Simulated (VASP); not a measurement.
Wanted: the native input for a VASP 6.6.1 run.

```yaml
Task: single point
Functional: PBE
Potentials_or_basis: VASP PAW PBE potentials, release 64 (Ni, Si)
Cutoff: 520 eV
k_mesh: 14 × 14 × 13
Occupations: fermi-dirac, width 0.1 eV
Spin: no spin polarisation
Dipole_correction: no
Further_INCAR_settings: ALGO = Normal; EDIFF = 1e-06; NBANDS = 14
```

The structure of SiNi (WC type) lies in POSCAR:

```
SiNi
1.0
    3.1569708080      0.0000000000      0.0000000000
   -1.5784854040      2.7340169188      0.0000000000
    0.0000000000      0.0000000000      2.4271964156
Ni Si
1 1
Direct
    0.0000000000      0.0000000000      0.0000000000
    0.3333333333      0.6666666667      0.5000000000
```

These files were run (other wordings do the same):

INCAR

```
ALGO     = Normal         # electronic algorithm
EDIFF    = 1E-6           # SCF threshold, eV
ENCUT    = 520            # plane-wave cutoff, eV
GGA      = PE             # functional
ISIF     = 2              # what is computed and relaxed
ISMEAR   = -1             # smearing method
LASPH    = T              # aspherical terms in the spheres
LCHARG   = T              # write CHGCAR
LELF     = T              # ELF
LREAL    = F              # projectors in reciprocal space
LVHAR    = T            
LWAVE    = F              # write WAVECAR
NBANDS   = 14             # bands
NELM     = 100            # most SCF steps
PREC     = Accurate       # precision mode
SIGMA    = 0.1            # smearing width, eV
```

KPOINTS

```
k-points
0
Gamma
  14 14 13
```

Potentials or basis: VASP PAW PBE potentials, release 64 (Ni, Si).

Command:

```bash
$ cat potpaw_PBE.64/Ni/POTCAR potpaw_PBE.64/Si/POTCAR > POTCAR
$ mpirun -np 1 vasp_std > vasp.out
```

It gave:

```yaml
Pressure: 54.8 GPa
Band_gap_on_the_k_mesh: zero (bands 7 and 8 overlap by 5.95 eV)
```

Caveat: the cell stands under pressure.

Wall time 17 s on 1 thread of Intel(R) Xeon(R) Platinum 8488C (Sapphire Rapids), on a shared host, peak memory 0.17 GiB.
